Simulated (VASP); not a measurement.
# Fe (P6/mmm) in VASP: further runs

Fe is run at these levels: LDA; tasks: single point.

All numbers are computed with VASP 6.6.1; they aren't measurements. Logs are shortened: lines on timing, memory, paths and dates and some standing lists are left out, and cuts for length are marked.

## 1. The cell of the first run

It takes space group P6/mmm (No. 191, hexagonal). Conventional cell: a = 3.681 Å, b = 3.681 Å, c = 2.301 Å, α = 90.00°, β = 90.00°, γ = 120.00°. Within 3.0 Å of Fe (site symmetry 6/mmm) lie 14 Fe at 2.30 to 2.42 Å. Fe (site symmetry -6m2) has 11 Fe at 2.13 to 2.42 Å within 2.8 Å.

## 2. Single point, LDA, collinear spin, ferromagnetic start

File INCAR:

```
SYSTEM = Fe
PREC     = Accurate       ! precision mode
ENCUT    = 520            ! plane-wave cutoff, eV
EDIFF    = 1E-6           ! SCF threshold, eV
ISMEAR   = -1             ! smearing method
SIGMA    = 0.05           ! smearing width, eV
LREAL    = .FALSE.        ! projectors in reciprocal space
LASPH    = .TRUE.         ! aspherical terms in the spheres
NELM     = 150            ! most SCF steps
ALGO     = Normal         ! electronic algorithm
ISIF     = 2              ! what is computed and relaxed
LWAVE    = .FALSE.        ! write WAVECAR
LCHARG   = .FALSE.        ! write CHGCAR
ISPIN    = 2              ! spin polarisation
MAGMOM   = 2.5 2.5 2.5    ! initial moments
LORBIT   = 11             ! projections on sites
LMAXMIX  = 4              ! l up to which the mixer works
GGA      = CA             ! functional
NBANDS   = 23             ! bands
```

File KPOINTS:

```
regular mesh
0
G
  10 10 13
  0 0 0
```

File POSCAR:

```
Fe
1.0
    3.6807492721      0.0000000000      0.0000000000
   -1.8403746360      3.1876223746      0.0000000000
    0.0000000000      0.0000000000      2.3013427708
Fe
3
Direct
    0.0000000000      0.0000000000      0.0000000000
    0.3333333333      0.6666666667      0.5000000000
    0.6666666667      0.3333333333      0.5000000000
```

Potentials or basis: VASP PAW LDA potentials, release 64 (Fe).

Launch:

```sh
> cat potpaw_LDA.64/Fe/POTCAR > POTCAR
> mpirun -np 1 vasp_std > vasp.out
```

OUTCAR:

```text
SYSTEM = Fe
   PREC = Accurate
   ENCUT = 520
   EDIFF = 1E-6
   ISMEAR = -1
   LREAL = .FALSE.
   LASPH = .TRUE.
   NELM = 150
   ISIF = 2
   ISPIN = 2
   LORBIT = 11
   GGA = CA

 ion  position               nearest neighbor table
   1  0.000  0.000  0.000-   2 2.42   3 2.42   2 2.42   3 2.42   2 2.42   2 2.42   3 2.42   3 2.42
                             3 2.42   3 2.42   2 2.42   2 2.42
   2  0.333  0.667  0.500-   3 2.13   3 2.13   3 2.13   1 2.42   1 2.42   1 2.42   1 2.42   1 2.42
                             1 2.42
   3  0.667  0.333  0.500-   2 2.13   2 2.13   2 2.13   1 2.42   1 2.42   1 2.42   1 2.42   1 2.42
                             1 2.42

  LATTYP: Found a hexagonal cell.
 ALAT       =     3.6807492721
 C/A-ratio  =     0.6252375809

  Lattice vectors:

 A1 = (   3.6807492721,   0.0000000000,   0.0000000000)
 A2 = (  -1.8403746360,   3.1876223746,   0.0000000000)
 A3 = (   0.0000000000,   0.0000000000,   2.3013427708)

Analysis of symmetry for initial positions (statically):
=====================================================================
 Subroutine PRICEL returns:
 Original cell was already a primitive cell.

 Routine SETGRP: Setting up the symmetry group for a
 hexagonal supercell.

 Subroutine GETGRP returns: Found 24 space group operations
 (whereof 24 operations were pure point group operations)
 out of a pool of 24 trial point group operations.

The static configuration has the point symmetry D_6h.

Analysis of symmetry for dynamics (positions and initial velocities):
=====================================================================
 Subroutine PRICEL returns:
 Original cell was already a primitive cell.

 Routine SETGRP: Setting up the symmetry group for a
 hexagonal supercell.

 Subroutine GETGRP returns: Found 24 space group operations
 (whereof 24 operations were pure point group operations)
 out of a pool of 24 trial point group operations.

The dynamic configuration has the point symmetry D_6h.

Analysis of structural, dynamic, and magnetic symmetry:
=====================================================================
 Subroutine PRICEL returns:
 Original cell was already a primitive cell.

 Routine SETGRP: Setting up the symmetry group for a
 hexagonal supercell.

 Subroutine GETGRP returns: Found 24 space group operations
 (whereof 24 operations were pure point group operations)
 out of a pool of 24 trial point group operations.

The overall configuration has the point symmetry D_6h.

 Subroutine INISYM returns: Found 24 space group operations
 (whereof 24 operations are pure point group operations),
 and found     1 'primitive' translations

----------------------------------------------------------------------------------------

                                     Primitive cell

  volume of cell :      27.0013

  direct lattice vectors                    reciprocal lattice vectors
     3.680749272  0.000000000  0.000000000     0.271683814  0.156856723  0.000000000
    -1.840374636  3.187622375  0.000000000     0.000000000  0.313713446  0.000000000
     0.000000000  0.000000000  2.301342771     0.000000000  0.000000000  0.434528925

  length of vectors
     3.680749272  3.680749272  2.301342771     0.313713446  0.313713446  0.434528925

  position of ions in fractional coordinates (direct lattice)
     0.000000000  0.000000000  0.000000000
     0.333333333  0.666666667  0.500000000
     0.666666667  0.333333333  0.500000000

  ion indices of the primitive-cell ions
   primitive index   ion index
                 1           1
                 2           2
                 3           3

----------------------------------------------------------------------------------------

 KPOINTS: regular mesh

Automatic generation of k-mesh.
 Grid dimensions read from file:
 generate k-points for:   10   10   13

 Generating k-lattice:

  Cartesian coordinates                     Fractional coordinates (reciprocal lattice)
     0.027168381  0.015685672  0.000000000     0.100000000  0.000000000  0.000000000
     0.000000000  0.031371345  0.000000000     0.000000000  0.100000000  0.000000000
     0.000000000  0.000000000  0.033425302     0.000000000  0.000000000  0.076923077

  Length of vectors
     0.031371345  0.031371345  0.033425302

  Shift w.r.t. Gamma in fractional coordinates (k-lattice)
     0.000000000  0.000000000  0.000000000

 Subroutine IBZKPT returns following result:
 ===========================================

 Found     98 irreducible k-points:

 Following reciprocal coordinates:
            Coordinates               Weight
  0.000000  0.000000  0.000000      1.000000
  0.100000 -0.000000  0.000000      6.000000
  0.200000 -0.000000  0.000000      6.000000
  0.300000  0.000000  0.000000      6.000000
  0.400000 -0.000000  0.000000      6.000000
  0.500000 -0.000000  0.000000      3.000000
[... 16 lines left out ...]
  0.300000  0.100000  0.076923     24.000000
  0.400000  0.100000  0.076923     24.000000
 [... further k-points ...]
   k-points           NKPTS =     98   k-points in BZ     NKDIM =     98   number of bands    NBANDS=     23
   number of dos      NEDOS =    301   number of ions     NIONS =      3
   total plane-waves  NPLWV =  14112
   dimension x,y,z NGX =    28 NGY =   28 NGZ =   18
   dimension x,y,z NGXF=    56 NGYF=   56 NGZF=   36
   ions per type =               3
   NGX,Y,Z   is equivalent  to a cutoff of  12.65, 12.65, 13.00 a.u.
   NGXF,Y,Z  is equivalent  to a cutoff of  25.29, 25.29, 26.01 a.u.
 SYSTEM =  Fe
   PREC   = accura    normal or accurate (medium, high low for compatibility)
   ISTART =      0    job   : 0-new  1-cont  2-samecut
   ICHARG =      2    charge: 1-file 2-atom 10-const
   ISPIN  =      2    spin polarized calculation?
   LNONCOLLINEAR =      F non collinear calculations
   LSORBIT =      F    spin-orbit coupling
   LASPH  =      T    aspherical Exc in radial PAW
   ENCUT  =  520.0 eV  38.22 Ry    6.18 a.u.   6.84  6.84  4.28*2*pi/ulx,y,z
   NELM   =    150;   NELMIN=  2; NELMDL= -5     # of ELM steps
   EDIFF  = 0.1E-05   stopping-criterion for ELM
   LREAL  =      F    real-space projection
   EDIFFG = 0.1E-04   stopping-criterion for IOM
   NSW    =      0    number of steps for IOM
   IBRION =     -1    ionic relax: 0-MD 1-quasi-New 2-CG
   NFREE  =      0    steps in history (QN), initial steepest desc. (CG)
   ISIF   =      2    stress and relaxation
   ISYM   =      2    0-nonsym 1-usesym 2-fastsym
   POTIM  = 0.5000    time-step for ionic-motion
   TEBEG  =    0.0;   TEEND  =   0.0 temperature during run
   PSTRESS=    0.0 pullay stress
   NELECT =      24.0000    total number of electrons
   NUPDOWN=      -1.0000    fix difference up-down
   EMIN   =  10.00;   EMAX   =-10.00  energy-range for DOS
   EFERMI =   0.00;   METHOD = LEGACY
   ISMEAR =    -1;   SIGMA  =   0.05  broadening in eV -4-tet -1-fermi 0-gaus
   EFERMI_NEDOS =   21; number of points for ismear=-14 and -15
   IALGO  =     38    algorithm
   IMIX   =      4    mixing-type and parameters
     AMIX     =   0.40;   BMIX     =  1.00
     AMIX_MAG =   1.60;   BMIX_MAG =  1.00
  volume/ion in A,a.u.               =       9.00        60.74
  Fermi-wavevector in a.u.,A,eV,Ry     =   1.574045  2.974513 33.710029  2.477617
  Thomas-Fermi vector in A             =   2.675238
   LORBIT       =     11    0 simple, 1 ext, 2 COOP (PROOUT), +10 PAW based schemes
   GGA     = CA    functional components
   LHFCALC =     F    Hartree Fock is set to
   AEXX    =    0.0000 exact exchange contribution
   IVDW    =     0    specifies the selected vdW correction
   LEPSILON=     F    determine dielectric tensor
   LRPA    =     F    only Hartree local field effects (RPA)
 spin polarized calculation
  energy-cutoff  :      520.00
  volume of cell :       27.00
 maximum number of plane-waves:       745
 NGX is ok and might be reduce to    28
   NGX = 13   NGY = 13   NGZ =  9

 number of electron      23.9999989 magnetization       0.0007529

 Free energy of the ion-electron system (eV)
  ---------------------------------------------------
  ext. energy  EPLUGINS =         0.00000000
  ---------------------------------------------------
  free energy    TOTEN  =       -27.50271731 eV

  energy without entropy =      -27.46719267  energy(sigma->0) =      -27.48495499

 E-fermi :   8.4655     XC(G=0): -14.7942

 val. band max:        8.4648445605   @ k =   0.1000  -0.0000   0.2308
 cond. band min:       8.4669502694   @ k =   0.4000   0.1000   0.1538
 fundamental gap:      0.0021057089
 Fermi energy:         8.4654918884

 spin component 1

 k-point     1 :       0.0000    0.0000    0.0000
  band No.  band energies     occupation
      1      -1.2616      1.00000
      2       3.0808      1.00000
      3       5.0614      1.00000
      4       5.0614      1.00000
      5       5.0796      1.00000
      6       5.0796      1.00000
[... 15 lines left out ...]
     22      21.1175      0.00000
     23      26.6987      0.00000

 k-point     2 :       0.1000   -0.0000    0.0000
  band No.  band energies     occupation
      1      -1.0914      1.00000
      2       3.1272      1.00000
      3       4.4995      1.00000
      4       4.7338      1.00000
      5       5.1671      1.00000
      6       5.5952      1.00000
[... 15 lines left out ...]
     22      21.9619      0.00000
     23      26.9812      0.00000
[... 544 lines left out ...]
     22      28.0249      0.00000
     23      29.0247      0.00000

 k-point    24 :       0.4000    0.1000    0.0769
  band No.  band energies     occupation
      1       1.8077      1.00000
      2       2.5671      1.00000
      3       2.9231      1.00000
      4       4.7915      1.00000
      5       4.8480      1.00000
      6       5.2457      1.00000
[... 15 lines left out ...]
     22      28.4589      0.00000
     23      29.7868      0.00000

 [... further k-points ...]

 spin component 2

 k-point     1 :       0.0000    0.0000    0.0000
  band No.  band energies     occupation
      1      -1.2615      1.00000
      2       3.0809      1.00000
      3       5.0615      1.00000
      4       5.0615      1.00000
      5       5.0799      1.00000
      6       5.0799      1.00000
[... 15 lines left out ...]
     22      21.1177      0.00000
     23      26.6988      0.00000

 k-point     2 :       0.1000   -0.0000    0.0000
  band No.  band energies     occupation
      1      -1.0913      1.00000
      2       3.1274      1.00000
      3       4.4997      1.00000
      4       4.7340      1.00000
      5       5.1673      1.00000
      6       5.5954      1.00000
[... 15 lines left out ...]
     22      21.9621      0.00000
     23      26.9813      0.00000
[... 544 lines left out ...]
     22      28.0250      0.00000
     23      29.0248      0.00000

 k-point    24 :       0.4000    0.1000    0.0769
  band No.  band energies     occupation
      1       1.8078      1.00000
      2       2.5673      1.00000
      3       2.9232      1.00000
      4       4.7918      1.00000
      5       4.8484      1.00000
      6       5.2460      1.00000
[... 15 lines left out ...]
     22      28.4591      0.00000
     23      29.7870      0.00000

 [... further k-points ...]

------------------------ aborting loop because EDIFF is reached ----------------------------------------

  FORCE on cell =-STRESS in cart. coord.  units (eV):
  Direction    XX          YY          ZZ          XY          YZ          ZX
  --------------------------------------------------------------------------------------
  -------------------------------------------------------------------------------------
  Total        5.0863194      5.0863194      5.1733469      0.0000000     -0.0000000      0.0000000
  in kB      301.8073394    301.8073394    306.9713023      0.0000000     -0.0000000      0.0000000
  external PRESSURE =     303.5286604 kB  Pullay stress =       0.0000000 kB

 VOLUME and BASIS-vectors are now :
 -----------------------------------------------------------------------------
  energy-cutoff  :      520.00
  volume of cell :       27.00
      direct lattice vectors                 reciprocal lattice vectors
     3.680749272  0.000000000  0.000000000     0.271683814  0.156856723  0.000000000
    -1.840374636  3.187622375  0.000000000     0.000000000  0.313713446  0.000000000
     0.000000000  0.000000000  2.301342771     0.000000000  0.000000000  0.434528925

 POSITION                                       TOTAL-FORCE (eV/Angst)
 -----------------------------------------------------------------------------------
      0.00000      0.00000      0.00000         0.000000      0.000000     -0.000000
     -0.00000      2.12508      1.15067         0.000000     -0.000000     -0.000000
      1.84037      1.06254      1.15067        -0.000000      0.000000      0.000000
 -----------------------------------------------------------------------------------
    total drift:                                0.000000      0.000000     -0.000000

  FREE ENERGIE OF THE ION-ELECTRON SYSTEM (eV)
  ---------------------------------------------------
  free  energy   TOTEN  =       -27.5027173092 eV

  energy  without entropy=      -27.4671926742  energy(sigma->0) =      -27.48495499

 total charge

# of ion       s       p       d       tot
------------------------------------------
    1        0.580   0.750   6.473   7.803
    2        0.617   0.771   6.556   7.944
    3        0.617   0.771   6.556   7.944
--------------------------------------------------
tot          1.813   2.293  19.585  23.690

 magnetization (x)

# of ion       s       p       d       tot
------------------------------------------
    1       -0.000  -0.000  -0.000  -0.000
    2        0.000   0.000   0.000   0.000
    3        0.000   0.000   0.000   0.000
--------------------------------------------------
tot          0.000   0.000   0.001   0.001
```

Run time: 59 s. Hardware: 1 thread of Intel Xeon 6975P-C (Granite Rapids), shared host; peak memory 0.19 GiB.

Results:

```yaml
Free_energy: -27.5027 eV
Pressure: 30.4 GPa
Band_gap_on_the_k_mesh: zero (filled and empty bands overlap)
Net_moment: 0.00 μB per cell
Valence_electrons_inside_the_program's_atomic_spheres: Fe 7.80, 7.94
```

Caveat: the starting moments collapsed, and a magnetic state may lie lower.

## 3. Single point, LDA, collinear spin, ferromagnetic start

File INCAR:

```
ALGO     = Normal         # electronic algorithm
EDIFF    = 1E-6           # SCF threshold, eV
ENCUT    = 520            # plane-wave cutoff, eV
GGA      = CA             # functional
ISIF     = 2              # what is computed and relaxed
ISMEAR   = -1             # smearing method
ISPIN    = 2              # spin polarisation
LASPH    = True           # aspherical terms in the spheres
LCHARG   = False          # write CHGCAR
LMAXMIX  = 4              # l up to which the mixer works
LORBIT   = 11             # projections on sites
LREAL    = False          # projectors in reciprocal space
LWAVE    = False          # write WAVECAR
MAGMOM   = 2.5 2.5 2.5    # initial moments
NBANDS   = 23             # bands
NELM     = 150            # most SCF steps
PREC     = Accurate       # precision mode
SIGMA    = 0.05           # smearing width, eV
```

File KPOINTS:

```
k-points
0
Gamma
  10 10 13
```

File POSCAR:

```
Fe
1.0
    3.6803168957      0.0000000000      0.0000000000
   -1.8401584478      3.1872479256      0.0000000000
    0.0000000000      0.0000000000      2.3012006398
Fe
3
Direct
    0.0000000000      0.0000000000      0.0000000000
    0.3333333333      0.6666666667      0.5000000000
    0.6666666667      0.3333333333      0.5000000000
```

Potentials or basis: VASP PAW LDA potentials, release 64 (Fe).

Launch:

```sh
> cat potpaw_LDA.64/Fe/POTCAR > POTCAR
> mpirun -np 1 vasp_std > vasp.out
```

It took 59 s on 1 thread of Intel Xeon 6975P-C (Granite Rapids), shared host; peak memory 0.19 GiB.

The run converged. Its results:

| Quantity | Value |
| --- | --- |
| Free energy | -27.5012 eV |
| Pressure | 30.5 GPa |
| Band gap on the k mesh | zero (filled and empty bands overlap) |
| Net moment | 0.00 μB per cell |
| Valence electrons inside the program's atomic spheres | Fe 7.80, 7.95 |

Stress tensor (GPa, compression positive):
```
30.33  0.00  0.00
 0.00 30.33  0.00
 0.00  0.00 30.81
```

Levels at points of the mesh, in eV from the Fermi level:
Spin up:
```csv
k point,band 9,band 10,band 11,band 12,band 13,band 14,band 15,band 16
"(0.00, 0.00, 0.00)",-1.67,-1.67,-1.06,-1.06,-0.97,-0.97,1.18,1.18
"(0.50, 0.00, 0.00)",-2.03,-0.88,-0.81,0.31,0.58,0.62,0.62,0.81
```
Spin down:
```tsv
k point	band 10	band 11	band 12	band 13	band 14	band 15
(0.00, 0.00, 0.00)	-1.67	-1.06	-1.06	-0.97	-0.97	1.18
(0.50, 0.00, 0.00)	-0.88	-0.81	0.31	0.58	0.62	0.62
```

Caveat: the starting moments collapsed, and a magnetic state may lie lower.
